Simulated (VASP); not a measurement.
Wanted: the native input for a VASP 6.6.1 run.

```
Task                   : single point
Functional             : LDA
Potentials or basis    : VASP PAW LDA potentials, release 64 (Ca_sv, Mg)
Cutoff                 : 520 eV
k mesh                 : 14 × 14 × 14
Occupations            : gaussian, width 0.15 eV
Spin                   : no spin polarisation
Dipole correction      : no
Further INCAR settings : ALGO = Fast; EDIFF = 1e-06; NBANDS = 13
```

The structure of CaMg lies in POSCAR:

```
CaMg
1.0
    3.1678051423      0.0000000000      0.0000000000
    0.0000000000      3.1678051423      0.0000000000
    0.0000000000      0.0000000000      4.8077778644
Ca Mg
1 1
Direct
    0.0000000000      0.0000000000      0.0000000000
    0.5000000000      0.5000000000      0.5000000000
```

The input as run:

INCAR

```
SYSTEM = CaMg
PREC = Accurate
ENCUT = 520
EDIFF = 1E-6
ISMEAR = 0
SIGMA = 0.15
LREAL = .False.
LASPH = .True.
NELM = 60
ALGO = Fast
ISIF = 2
LWAVE = .False.
LCHARG = .True.
LELF = .True.
LVHAR = .True.
NBANDS = 13
```

KPOINTS

```
regular mesh
0
Gamma
  14 14 14
  0 0 0
```

Potentials or basis: VASP PAW LDA potentials, release 64 (Ca_sv, Mg).

Launch:

```console
$ cat potpaw_LDA.64/Ca_sv/POTCAR potpaw_LDA.64/Mg/POTCAR > POTCAR
$ mpirun -np 1 vasp_std > vasp.out
```

Results of the run:

| Quantity | Value |
| --- | --- |
| Pressure | 6.4 GPa |
| Band gap on the k mesh | zero (bands 6 and 7 overlap by 1.78 eV) |

Caveat: the cell stands under pressure.

Wall time 59 s on 1 thread of Intel(R) Xeon(R) 6975P-C (Granite Rapids), with other jobs on the host, peak memory 0.3 GiB.
